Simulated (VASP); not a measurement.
# Ru (P6_3/mmc) in VASP: a series of runs, part 2 of 2

VASP 6.6.1. The steps go on from the part before.

## (4) Single point, LDA

This run uses another cell than the first one, of 10.99 Å³/atom.

File INCAR:

```
ALGO = Normal ; EDIFF = 1E-6
ENCUT = 500 ; GGA_COMPAT = False
ISIF = 2 ; ISMEAR = -1
LASPH = True ; LCHARG = True
LELF = True ; LREAL = False
LVHAR = True ; LWAVE = False
NBANDS = 21 ; NELM = 120
PREC = Accurate ; SIGMA = 0.08
```

File KPOINTS:

```
k-points
0
Gamma
  18 18 10
```

File POSCAR:

```
Ru
1.0
    2.5179024804      0.0000000000      0.0000000000
   -1.2589512402      2.1805675123      0.0000000000
    0.0000000000      0.0000000000      4.0049669340
Ru
2
Direct
    0.3333333333      0.6666666667      0.2500000000
    0.6666666667      0.3333333333      0.7500000000
```

Potentials or basis: VASP PAW LDA potentials, release 64 (Ru_pv).

On the command line:

```sh
$ cat potpaw_LDA.64/Ru_pv/POTCAR > POTCAR
$ mpirun -np 1 vasp_std > vasp.out
```

OUTCAR:

```text
EDIFF = 1E-6
   ENCUT = 500
   ISIF = 2
   ISMEAR = -1
   LASPH = True
   LREAL = False
   NELM = 120
   PREC = Accurate

 ion  position               nearest neighbor table
   1  0.333  0.667  0.250-   2 2.47   2 2.47   2 2.47   2 2.47   2 2.47   2 2.47
   2  0.667  0.333  0.750-   1 2.47   1 2.47   1 2.47   1 2.47   1 2.47   1 2.47

  LATTYP: Found a hexagonal cell.
 ALAT       =     2.5179024804
 C/A-ratio  =     1.5905965244

  Lattice vectors:

 A1 = (   2.5179024804,   0.0000000000,   0.0000000000)
 A2 = (  -1.2589512402,   2.1805675123,   0.0000000000)
 A3 = (   0.0000000000,   0.0000000000,   4.0049669340)

Analysis of symmetry for initial positions (statically):
=====================================================================
 Subroutine PRICEL returns:
 Original cell was already a primitive cell.

 Routine SETGRP: Setting up the symmetry group for a
 hexagonal supercell.

 Subroutine GETGRP returns: Found 24 space group operations
 (whereof 12 operations were pure point group operations)
 out of a pool of 24 trial point group operations.

The static configuration has the point symmetry D_3d.
 The point group associated with its full space group is D_6h.

Analysis of symmetry for dynamics (positions and initial velocities):
=====================================================================
 Subroutine PRICEL returns:
 Original cell was already a primitive cell.

 Routine SETGRP: Setting up the symmetry group for a
 hexagonal supercell.

 Subroutine GETGRP returns: Found 24 space group operations
 (whereof 12 operations were pure point group operations)
 out of a pool of 24 trial point group operations.

The dynamic configuration has the point symmetry D_3d.
 The point group associated with its full space group is D_6h.

 Subroutine INISYM returns: Found 24 space group operations
 (whereof 12 operations are pure point group operations),
 and found     1 'primitive' translations

----------------------------------------------------------------------------------------

                                     Primitive cell

  volume of cell :      21.9891

  direct lattice vectors                    reciprocal lattice vectors
     2.517902480  0.000000000  0.000000000     0.397155969  0.229298106  0.000000000
    -1.258951240  2.180567512  0.000000000     0.000000000  0.458596211  0.000000000
     0.000000000  0.000000000  4.004966934     0.000000000  0.000000000  0.249689952

  length of vectors
     2.517902480  2.517902480  4.004966934     0.458596211  0.458596211  0.249689952

  position of ions in fractional coordinates (direct lattice)
     0.333333333  0.666666667  0.250000000
     0.666666667  0.333333333  0.750000000

  ion indices of the primitive-cell ions
   primitive index   ion index
                 1           1
                 2           2

----------------------------------------------------------------------------------------

 KPOINTS: k-points

Automatic generation of k-mesh.
 Grid dimensions read from file:
 generate k-points for:   18   18   10

 Generating k-lattice:

  Cartesian coordinates                     Fractional coordinates (reciprocal lattice)
     0.022064221  0.012738784  0.000000000     0.055555556  0.000000000  0.000000000
     0.000000000  0.025477567  0.000000000     0.000000000  0.055555556  0.000000000
     0.000000000  0.000000000  0.024968995     0.000000000  0.000000000  0.100000000

  Length of vectors
     0.025477567  0.025477567  0.024968995

  Shift w.r.t. Gamma in fractional coordinates (k-lattice)
     0.000000000  0.000000000  0.000000000

 Subroutine IBZKPT returns following result:
 ===========================================

 Found    222 irreducible k-points:

 Following reciprocal coordinates:
            Coordinates               Weight
  0.000000  0.000000  0.000000      1.000000
  0.055556 -0.000000  0.000000      6.000000
  0.111111 -0.000000  0.000000      6.000000
  0.166667  0.000000  0.000000      6.000000
  0.222222  0.000000  0.000000      6.000000
  0.277778 -0.000000  0.000000      6.000000
[... 16 lines left out ...]
  0.333333  0.111111  0.000000     12.000000
  0.388889  0.111111  0.000000     12.000000
 [... further k-points ...]
   k-points           NKPTS =    222   k-points in BZ     NKDIM =    222   number of bands    NBANDS=     21
   number of dos      NEDOS =    301   number of ions     NIONS =      2
   total plane-waves  NPLWV =   9720
   dimension x,y,z NGX =    18 NGY =   18 NGZ =   30
   dimension x,y,z NGXF=    36 NGYF=   36 NGZF=   60
   ions per type =               2
   NGX,Y,Z   is equivalent  to a cutoff of  11.88, 11.88, 12.45 a.u.
   NGXF,Y,Z  is equivalent  to a cutoff of  23.77, 23.77, 24.91 a.u.
 SYSTEM =  unknown system
   PREC   = accura    normal or accurate (medium, high low for compatibility)
   ISTART =      0    job   : 0-new  1-cont  2-samecut
   ICHARG =      2    charge: 1-file 2-atom 10-const
   ISPIN  =      1    spin polarized calculation?
   LNONCOLLINEAR =      F non collinear calculations
   LSORBIT =      F    spin-orbit coupling
   LASPH  =      T    aspherical Exc in radial PAW
   ENCUT  =  500.0 eV  36.75 Ry    6.06 a.u.   4.59  4.59  7.30*2*pi/ulx,y,z
   NELM   =    120;   NELMIN=  2; NELMDL= -5     # of ELM steps
   EDIFF  = 0.1E-05   stopping-criterion for ELM
   LREAL  =      F    real-space projection
   EDIFFG = 0.1E-04   stopping-criterion for IOM
   NSW    =      0    number of steps for IOM
   IBRION =     -1    ionic relax: 0-MD 1-quasi-New 2-CG
   NFREE  =      0    steps in history (QN), initial steepest desc. (CG)
   ISIF   =      2    stress and relaxation
   ISYM   =      2    0-nonsym 1-usesym 2-fastsym
   POTIM  = 0.5000    time-step for ionic-motion
   TEBEG  =    0.0;   TEEND  =   0.0 temperature during run
   PSTRESS=    0.0 pullay stress
   NELECT =      28.0000    total number of electrons
   NUPDOWN=      -1.0000    fix difference up-down
   EMIN   =  10.00;   EMAX   =-10.00  energy-range for DOS
   EFERMI =   0.00;   METHOD = LEGACY
   ISMEAR =    -1;   SIGMA  =   0.08  broadening in eV -4-tet -1-fermi 0-gaus
   EFERMI_NEDOS =   21; number of points for ismear=-14 and -15
   IALGO  =     38    algorithm
   IMIX   =      4    mixing-type and parameters
     AMIX     =   0.40;   BMIX     =  1.00
     AMIX_MAG =   1.60;   BMIX_MAG =  1.00
  volume/ion in A,a.u.               =      10.99        74.19
  Fermi-wavevector in a.u.,A,eV,Ry     =   1.774428  3.353183 42.839232  3.148595
  Thomas-Fermi vector in A             =   2.840423
   LORBIT       =      0    0 simple, 1 ext, 2 COOP (PROOUT), +10 PAW based schemes
   GGA     = CA    functional components
   LHFCALC =     F    Hartree Fock is set to
   AEXX    =    0.0000 exact exchange contribution
   IVDW    =     0    specifies the selected vdW correction
   LEPSILON=     F    determine dielectric tensor
   LRPA    =     F    only Hartree local field effects (RPA)
 non-spin polarized calculation
  energy-cutoff  :      500.00
  volume of cell :       21.99
 maximum number of plane-waves:       576
   NGX =  9   NGY =  9   NGZ = 15

 number of electron      28.0000010 magnetization

 Free energy of the ion-electron system (eV)
  ---------------------------------------------------
  ext. energy  EPLUGINS =         0.00000000
  ---------------------------------------------------
  free energy    TOTEN  =       -20.29450000 eV

  energy without entropy =      -20.26901371  energy(sigma->0) =      -20.28175686

 E-fermi :  16.9965     XC(G=0): -15.7098

 val. band max:       16.9895919702   @ k =   0.4444   0.0556   0.2000
 cond. band min:      17.0184396372   @ k =   0.2222   0.1111   0.1000
 fundamental gap:      0.0288476670
 Fermi energy:        16.9965188890

 k-point     1 :       0.0000    0.0000    0.0000
  band No.  band energies     occupation
      1     -27.5282      2.00000
      2     -25.6668      2.00000
      3     -25.6668      2.00000
      4     -25.3502      2.00000
      5     -25.3502      2.00000
      6     -25.2798      2.00000
[... 13 lines left out ...]
     20      26.8249      0.00000
     21      30.0395      0.00000

 k-point     2 :       0.0556   -0.0000    0.0000
  band No.  band energies     occupation
      1     -27.5076      2.00000
      2     -25.7149      2.00000
      3     -25.6827      2.00000
      4     -25.3999      2.00000
      5     -25.3562      2.00000
      6     -25.2890      2.00000
[... 520 lines left out ...]
 k-point    24 :       0.3889    0.1111    0.0000
  band No.  band energies     occupation
      1     -27.1213      2.00000
      2     -26.7529      2.00000
      3     -26.5769      2.00000
      4     -26.2158      2.00000
      5     -25.8433      2.00000
      6     -25.7016      2.00000
[... 13 lines left out ...]
     20      26.8279      0.00000
     21      30.2592      0.00000

 [... further k-points ...]
[... 5 lines left out ...]
  --------------------------------------------------------------------------------------
  -------------------------------------------------------------------------------------
  Total       13.5262405     13.5262405     13.5582259     -0.0000000      0.0000000      0.0000000
  in kB      985.5537363    985.5537363    987.8842712     -0.0000000      0.0000000      0.0000000
  external PRESSURE =     986.3305813 kB  Pullay stress =       0.0000000 kB

 VOLUME and BASIS-vectors are now :
 -----------------------------------------------------------------------------
  energy-cutoff  :      500.00
  volume of cell :       21.99
      direct lattice vectors                 reciprocal lattice vectors
     2.517902480  0.000000000  0.000000000     0.397155969  0.229298106  0.000000000
    -1.258951240  2.180567512  0.000000000     0.000000000  0.458596211  0.000000000
     0.000000000  0.000000000  4.004966934     0.000000000  0.000000000  0.249689952

 POSITION                                       TOTAL-FORCE (eV/Angst)
 -----------------------------------------------------------------------------------
     -0.00000      1.45371      1.00124         0.000000      0.000000      0.000000
      1.25895      0.72686      3.00373        -0.000000      0.000000      0.000000
 -----------------------------------------------------------------------------------
    total drift:                               -0.000000      0.000000     -0.000000

  FREE ENERGIE OF THE ION-ELECTRON SYSTEM (eV)
  ---------------------------------------------------
  free  energy   TOTEN  =       -20.2944999982 eV

  energy  without entropy=      -20.2690137132  energy(sigma->0) =      -20.28175686
```

OSZICAR:

```text
N       E                     dE             d eps       ncg     rms          rms(c)
DAV:   1     0.283349196814E+03    0.28335E+03   -0.16998E+04  9388   0.149E+03
DAV:   2    -0.155415746338E+02   -0.29889E+03   -0.28909E+03  9489   0.451E+02
DAV:   3    -0.214335181702E+02   -0.58919E+01   -0.58623E+01 11239   0.714E+01
DAV:   4    -0.214734855405E+02   -0.39967E-01   -0.39829E-01 11068   0.585E+00
DAV:   5    -0.214739030410E+02   -0.41750E-03   -0.41543E-03 10375   0.555E-01    0.309E+01
DAV:   6    -0.204529135947E+02    0.10210E+01   -0.18649E+00 10389   0.135E+01    0.119E+01
DAV:   7    -0.203063928722E+02    0.14652E+00   -0.34695E-01 10769   0.532E+00    0.203E+00
DAV:   8    -0.202953598705E+02    0.11033E-01   -0.25474E-02 10129   0.187E+00    0.621E-01
DAV:   9    -0.202944769027E+02    0.88297E-03   -0.51173E-04 10379   0.279E-01    0.266E-02
DAV:  10    -0.202945006364E+02   -0.23734E-04   -0.16468E-05 10559   0.411E-02    0.114E-02
DAV:  11    -0.202944999982E+02    0.63824E-06   -0.24051E-06  9586   0.159E-02
   1 F= -.20294500E+02 E0= -.20281757E+02  d E =-.254863E-01
```

Wall time 43 s (1 thread of Intel Xeon 6975P-C (Granite Rapids), shared host); peak memory 0.18 GiB.

Results:

```
Free energy            : -20.2945 eV
Pressure               : 98.6 GPa
Band gap on the k mesh : zero (bands 14 and 15 overlap by 4.37 eV)
```

Stress tensor (GPa, compression positive):
```
98.56  0.00  0.00
 0.00 98.56  0.00
 0.00  0.00 98.79
```

Caveat: the cell stands under pressure.

## (5) Overview

```tsv
task	cell	cutoff (eV)	gap on the mesh (eV)	pressure (GPa)
relaxation of shape and atoms at fixed volume	relaxed from a = 2.352, b = 2.352, c = 3.716 Å, angles 90.0, 90.0, 120.0°, 2 atoms	600	none	348.9
single point	a = 2.433, b = 2.433, c = 3.882 Å, angles 90.0, 90.0, 120.0°, 2 atoms	500	none	194.3
single point	a = 2.518, b = 2.518, c = 4.005 Å, angles 90.0, 90.0, 120.0°, 2 atoms	500	none	98.6
```

Alike in all rows: level LDA; potentials or basis VASP PAW LDA potentials, release 64 (Ru_pv); no spin polarisation; k mesh 18 × 18 × 10; smearing fermi-dirac 0.08 eV.

Caveats: the cell stands under pressure (at least some runs).

Absolute energies hang on the potentials; compare differences alone.

The gap in the log of VASP goes by the Fermi energy; the results here count the filled bands.